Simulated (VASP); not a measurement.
# Li (R-3m) in VASP: further runs

Li is run at these levels: revPBE; tasks: single point.

Program: VASP 6.6.1. These are calculated values, not measurements. Logs are shortened: lines on timing, memory, paths and dates and some standing lists are left out, and cuts for length are marked.

**1. The cell of the first run**

The structure is trigonal, space group R-3m (No. 166). The conventional cell has a = 3.105 Å, b = 3.105 Å, c = 22.745 Å, α = 90.00°, β = 90.00°, γ = 120.00°. Within 4.1 Å of Li (site symmetry -3m) lie 12 Li at 3.10 to 3.11 Å. Li (site symmetry 3m) has 12 Li at 3.10 to 3.11 Å within 4.1 Å.

**2. Single point, revPBE (21.10 Å³/atom)**

INCAR

```
SYSTEM = Li
  ALGO = Normal
  EDIFF = 1E-7
  ENCUT = 520
  GGA = RE
  ISIF = 2
  ISMEAR = -1
  LASPH = .TRUE.
  LCHARG = .FALSE.
  LREAL = .FALSE.
  LWAVE = .FALSE.
  NBANDS = 12
  NELM = 60
  PREC = Accurate
  SIGMA = 0.1
```

KPOINTS

```
k-points
0
G
  13 13 13
  0 0 0
```

POSCAR

```
Li
1.0
    1.5525338519      0.8963558373      7.5815579723
   -1.5525338519      0.8963558373      7.5815579723
    0.0000000000     -1.7927116747      7.5815579723
Li
3
Direct
    1.0000000000      0.0000000000      0.0000000000
    0.2222970963      0.2222970963      0.2222970963
    0.7777029037      0.7777029037      0.7777029037
```

Potentials or basis: VASP PAW PBE potentials, release 64 (Li_sv).

Launch:

```bash
$ cat potpaw_PBE.64/Li_sv/POTCAR > POTCAR
$ mpirun -np 1 vasp_std > vasp.out
```

OUTCAR:

```text
SYSTEM = Li
   EDIFF = 1E-7
   ENCUT = 520
   GGA = RE
   ISIF = 2
   ISMEAR = -1
   LASPH = .TRUE.
   LREAL = .FALSE.
   NELM = 60
   PREC = Accurate

 ion  position               nearest neighbor table
   1  0.000  0.000  0.000-
   2  0.222  0.222  0.222-
   3  0.778  0.778  0.778-

  LATTYP: Found a trigonal (rhomboedric) cell.
 ALAT       =     7.7906249066
 COS(alpha) =     0.9205731091

  Lattice vectors:

 A1 = (   1.5525338519,   0.8963558373,   7.5815579723)
 A2 = (  -1.5525338519,   0.8963558373,   7.5815579723)
 A3 = (   0.0000000000,  -1.7927116747,   7.5815579723)

Analysis of symmetry for initial positions (statically):
=====================================================================
 Subroutine PRICEL returns:
 Original cell was already a primitive cell.

 Routine SETGRP: Setting up the symmetry group for a
 trigonal (rhombohedral) supercell.

 Subroutine GETGRP returns: Found 12 space group operations
 (whereof 12 operations were pure point group operations)
 out of a pool of 12 trial point group operations.

The static configuration has the point symmetry D_3d.

Analysis of symmetry for dynamics (positions and initial velocities):
=====================================================================
 Subroutine PRICEL returns:
 Original cell was already a primitive cell.

 Routine SETGRP: Setting up the symmetry group for a
 trigonal (rhombohedral) supercell.

 Subroutine GETGRP returns: Found 12 space group operations
 (whereof 12 operations were pure point group operations)
 out of a pool of 12 trial point group operations.

The dynamic configuration has the point symmetry D_3d.

 Subroutine INISYM returns: Found 12 space group operations
 (whereof 12 operations are pure point group operations),
 and found     1 'primitive' translations

----------------------------------------------------------------------------------------

                                     Primitive cell

  volume of cell :      63.3040

  direct lattice vectors                    reciprocal lattice vectors
     1.552533852  0.896355837  7.581557972     0.322054169  0.185938061  0.043966337
    -1.552533852  0.896355837  7.581557972    -0.322054169  0.185938061  0.043966337
     0.000000000 -1.792711675  7.581557972     0.000000000 -0.371876123  0.043966337

  length of vectors
     7.790624907  7.790624907  7.790624907     0.374466139  0.374466139  0.374466139

  position of ions in fractional coordinates (direct lattice)
     0.000000000  0.000000000  0.000000000
     0.222297096  0.222297096  0.222297096
[... 91 lines left out ...]
   NUPDOWN=      -1.0000    fix difference up-down
   EMIN   =  10.00;   EMAX   =-10.00  energy-range for DOS
   EFERMI =   0.00;   METHOD = LEGACY
   ISMEAR =    -1;   SIGMA  =   0.10  broadening in eV -4-tet -1-fermi 0-gaus
   EFERMI_NEDOS =   21; number of points for ismear=-14 and -15
   IALGO  =     38    algorithm
   IMIX   =      4    mixing-type and parameters
     AMIX     =   0.40;   BMIX     =  1.00
     AMIX_MAG =   1.60;   BMIX_MAG =  1.00
  volume/ion in A,a.u.               =      21.10       142.40
  Fermi-wavevector in a.u.,A,eV,Ry     =   0.854434  1.614646  9.933038  0.730058
  Thomas-Fermi vector in A             =   1.971030
   LORBIT       =      0    0 simple, 1 ext, 2 COOP (PROOUT), +10 PAW based schemes
   GGA     = RE    functional components
   LHFCALC =     F    Hartree Fock is set to
   AEXX    =    0.0000 exact exchange contribution
   IVDW    =     0    specifies the selected vdW correction
   LEPSILON=     F    determine dielectric tensor
   LRPA    =     F    only Hartree local field effects (RPA)
 non-spin polarized calculation
  energy-cutoff  :      520.00
  volume of cell :       63.30
 maximum number of plane-waves:      1720
 NGX is ok and might be reduce to    60
   NGX = 29   NGY = 29   NGZ = 29

 number of electron       9.0000012 magnetization

 Free energy of the ion-electron system (eV)
  ---------------------------------------------------
  ext. energy  EPLUGINS =         0.00000000
  ---------------------------------------------------
  free energy    TOTEN  =        -5.45229373 eV

  energy without entropy =       -5.40122808  energy(sigma->0) =       -5.42676091

 E-fermi :   0.5899     XC(G=0):  -6.8675

 val. band max:        0.5891830998   @ k =  -0.2308  -0.4615   0.0769
 cond. band min:       0.5907474767   @ k =   0.4615   0.4615   0.4615
 fundamental gap:      0.0015643769
 Fermi energy:         0.5898598143

 k-point     1 :       0.0000    0.0000    0.0000
  band No.  band energies     occupation
      1     -46.1644      2.00000
      2     -46.1539      2.00000
      3     -46.1525      2.00000
      4      -2.9404      2.00000
      5      -0.9891      2.00000
      6      -0.9881      2.00000
      7       6.1604      0.00000
      8       6.1709      0.00000
      9      13.1762      0.00000
     10      13.1762      0.00000
     11      13.3109      0.00000
     12      13.3109      0.00000
[... 331 lines left out ...]
 k-point    24 :       0.4615    0.1538    0.0000
  band No.  band energies     occupation
      1     -46.1508      2.00000
      2     -46.1475      2.00000
      3     -46.1452      2.00000
      4      -0.2622      1.99960
      5       0.8857      0.09867
      6       2.3319      0.00000
      7       4.1750      0.00000
      8       5.5672      0.00000
      9       6.3057      0.00000
     10       6.6866      0.00000
     11       7.8219      0.00000
     12       9.0966      0.00000

 [... further k-points ...]

------------------------ aborting loop because EDIFF is reached ----------------------------------------

  FORCE on cell =-STRESS in cart. coord.  units (eV):
  Direction    XX          YY          ZZ          XY          YZ          ZX
  --------------------------------------------------------------------------------------
  -------------------------------------------------------------------------------------
  Total       -0.0345850     -0.0345850      0.0310361      0.0000000     -0.0000000      0.0000000
  in kB       -0.8753215     -0.8753215      0.7855015      0.0000000     -0.0000000      0.0000000
  external PRESSURE =      -0.3217138 kB  Pullay stress =       0.0000000 kB

 VOLUME and BASIS-vectors are now :
 -----------------------------------------------------------------------------
  energy-cutoff  :      520.00
  volume of cell :       63.30
      direct lattice vectors                 reciprocal lattice vectors
     1.552533852  0.896355837  7.581557972     0.322054169  0.185938061  0.043966337
    -1.552533852  0.896355837  7.581557972    -0.322054169  0.185938061  0.043966337
     0.000000000 -1.792711675  7.581557972     0.000000000 -0.371876123  0.043966337

 POSITION                                       TOTAL-FORCE (eV/Angst)
 -----------------------------------------------------------------------------------
      0.00000      0.00000      0.00000         0.000000      0.000000     -0.000000
      0.00000     -0.00000      5.05607         0.000000      0.000000     -0.002727
      0.00000     -0.00000     17.68860         0.000000     -0.000000      0.002727
 -----------------------------------------------------------------------------------
    total drift:                               -0.000000      0.000000      0.000000

  FREE ENERGIE OF THE ION-ELECTRON SYSTEM (eV)
  ---------------------------------------------------
  free  energy   TOTEN  =        -5.4522937334 eV

  energy  without entropy=       -5.4012280777  energy(sigma->0) =       -5.42676091
```

OSZICAR:

```text
N       E                     dE             d eps       ncg     rms          rms(c)
DAV:   1     0.267710183495E+02    0.26771E+02   -0.35280E+03  5544   0.657E+02
DAV:   2     0.707174728064E+00   -0.26064E+02   -0.25259E+02  6608   0.149E+02
DAV:   3    -0.535543876807E+01   -0.60626E+01   -0.60131E+01 10516   0.388E+01
DAV:   4    -0.545460005650E+01   -0.99161E-01   -0.99098E-01  7344   0.804E+00
DAV:   5    -0.545662625831E+01   -0.20262E-02   -0.20260E-02  8660   0.989E-01    0.370E-01
DAV:   6    -0.545380921078E+01    0.28170E-02   -0.77488E-04  8972   0.161E-01    0.220E-01
DAV:   7    -0.545229774592E+01    0.15115E-02   -0.13437E-03  9468   0.216E-01    0.348E-02
DAV:   8    -0.545229683007E+01    0.91585E-06   -0.31151E-05  7652   0.387E-02    0.991E-03
DAV:   9    -0.545229378558E+01    0.30445E-05   -0.36301E-06  8744   0.142E-02    0.745E-04
DAV:  10    -0.545229373344E+01    0.52139E-07   -0.63848E-08  6568   0.239E-03
   1 F= -.54522937E+01 E0= -.54267609E+01  d E =-.510657E-01
```

Wall time 11 min (1 thread of Oxide Virtual Turin-like, shared host); peak memory 0.49 GiB.

Results:

| Quantity | Value |
| --- | --- |
| Free energy | -5.4523 eV |
| Band gap on the k mesh | zero (an odd number of electrons rules out a gap without spin polarisation) |

Forces on the atoms (eV/Å):
```
Li   0.000  0.000  0.000
Li   0.000  0.000 -0.003
Li   0.000  0.000  0.003
```

Levels at points of the mesh, in eV from the Fermi level:
```csv
k point,band 3,band 4,band 5,band 6,band 7,band 8
"(0.00, 0.00, 0.00)",-46.74,-3.53,-1.58,-1.58,5.57,5.58
```

Caveat: the cutoff is under 1.25 times the usual one of these potentials, so pressure, stress and relaxed cells hold a basis-set (Pulay) error; the PAW data sets were made with another functional, which shifts forces and pressure a little.

**3. Single point, revPBE (21.95 Å³/atom)**

This run uses another cell than the first one, of 21.95 Å³/atom.

INCAR

```
ALGO = Normal
EDIFF = 1E-7
ENCUT = 520
GGA = RE
ISIF = 2
ISMEAR = -1
LASPH = True
LCHARG = False
LREAL = False
LWAVE = False
NBANDS = 12
NELM = 60
PREC = Accurate
SIGMA = 0.1
```

KPOINTS

```
k-points
0
Gamma
  13 13 13
```

POSCAR

```
Li
1.0
    1.5729642719      0.9081513458      7.6813267553
   -1.5729642719      0.9081513458      7.6813267553
    0.0000000000     -1.8163026916      7.6813267553
Li
3
Direct
    1.0000000000      0.0000000000      0.0000000000
    0.2222970963      0.2222970963      0.2222970963
    0.7777029037      0.7777029037      0.7777029037
```

Potentials or basis: VASP PAW PBE potentials, release 64 (Li_sv).

Launch:

```bash
$ cat potpaw_PBE.64/Li_sv/POTCAR > POTCAR
$ mpirun -np 1 vasp_std > vasp.out
```

Wall time 15 min (1 thread of Oxide Virtual Turin-like, shared host); peak memory 0.49 GiB.

It converged, with:

```yaml
Free_energy: -5.4495 eV
Band_gap_on_the_k_mesh: zero (an odd number of electrons rules out a gap without spin polarisation)
```

Forces on the atoms (eV/Å):
```
Li   0.000  0.000  0.000
Li   0.000  0.000 -0.003
Li   0.000  0.000  0.003
```

Levels at points of the mesh, in eV from the Fermi level:
| k point | band 2 | band 3 | band 4 | band 5 | band 6 | band 7 | band 8 | band 9 |
| --- | --- | --- | --- | --- | --- | --- | --- | --- |
| (0.00, 0.00, 0.00) | -46.81 | -46.81 | -3.48 | -1.55 | -1.55 | 5.41 | 5.42 | 12.25 |

Caveat: the cutoff is under 1.25 times the usual one of these potentials, so pressure, stress and relaxed cells hold a basis-set (Pulay) error; the PAW data sets were made with another functional, which shifts forces and pressure a little.

**4. Single point, revPBE (22.79 Å³/atom)**

This run uses another cell than the first one, of 22.79 Å³/atom.

INCAR

```
SYSTEM = Li
ALGO = Normal
EDIFF = 1E-6
ENCUT = 520
GGA = RE
ISIF = 2
ISMEAR = -1
LASPH = .True.
LCHARG = .False.
LREAL = .False.
LWAVE = .False.
NBANDS = 12
NELM = 100
PREC = Accurate
SIGMA = 0.1
```

KPOINTS

```
k-points
0
Gamma
  13 13 13
  0 0 0
```

POSCAR

```
Li
1.0
    1.5928773259      0.9196481529      7.7785690626
   -1.5928773259      0.9196481529      7.7785690626
    0.0000000000     -1.8392963059      7.7785690626
Li
3
Direct
    1.0000000000      0.0000000000      0.0000000000
    0.2222970963      0.2222970963      0.2222970963
    0.7777029037      0.7777029037      0.7777029037
```

Launch:

```bash
$ cat potpaw_PBE.64/Li_sv/POTCAR > POTCAR
$ mpirun -np 1 vasp_std > vasp.out
```

Wall time 18 min (1 thread of Oxide Virtual Turin-like, shared host); peak memory 0.46 GiB.

The run converged. Its results:

| Property | Result |
| --- | --- |
| Free energy | -5.4397 eV |
| Band gap on the k mesh | zero (an odd number of electrons rules out a gap without spin polarisation) |

Forces on the atoms (eV/Å):
```
Li   0.000  0.000  0.000
Li   0.000  0.000 -0.002
Li   0.000  0.000  0.002
```

Levels at points of the mesh, in eV from the Fermi level:
```tsv
k point	band 2	band 3	band 4	band 5	band 6	band 7	band 8	band 9
(0.00, 0.00, 0.00)	-46.88	-46.88	-3.42	-1.53	-1.53	5.26	5.27	11.93
```

Caveat: the cutoff is under 1.25 times the usual one of these potentials, so pressure, stress and relaxed cells hold a basis-set (Pulay) error; the PAW data sets were made with another functional, which shifts forces and pressure a little.

[end of part 1 of 2]
